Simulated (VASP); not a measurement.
Here is a VASP 6.6.1 calculation.

INCAR

```
SYSTEM = Rh
PREC = Accurate ; ENCUT = 500
EDIFF = 1E-6 ; ISMEAR = 0
SIGMA = 0.15 ; LREAL = .False.
LASPH = .True. ; NELM = 200
ALGO = Normal ; ISIF = 2
LWAVE = .False. ; LCHARG = .False.
ISPIN = 2 ; MAGMOM = 1 1
LORBIT = 11 ; NUPDOWN = 2.0
LMAXMIX = 4 ; GGA = PE
NBANDS = 26 ; GGA_COMPAT = .False.
```

KPOINTS

```
Automatic mesh
0
Gamma
  21 21 12
  0 0 0
```

POSCAR

```
Rh
1.0
    2.6112187483      0.0000000000      0.0000000000
   -1.3056093742      2.2613817708      0.0000000000
    0.0000000000      0.0000000000      4.2022282270
Rh
2
Direct
    0.6666666667      0.3333333333      0.7500000000
    0.3333333333      0.6666666667      0.2500000000
```

Potentials or basis: VASP PAW PBE potentials, release 64 (Rh_pv).

The run is started by

```sh
$ cat potpaw_PBE.64/Rh_pv/POTCAR > POTCAR
$ mpirun -np 1 vasp_std > vasp.out
```

Task: What does it give for the pressure?

Result: 53.6 GPa.

Stress tensor (GPa, compression positive):
```
52.81  0.00  0.00
 0.00 52.81  0.00
 0.00  0.00 55.23
```

Caveat: the cell stands under pressure; the total moment is fixed, so each spin has its own Fermi level.
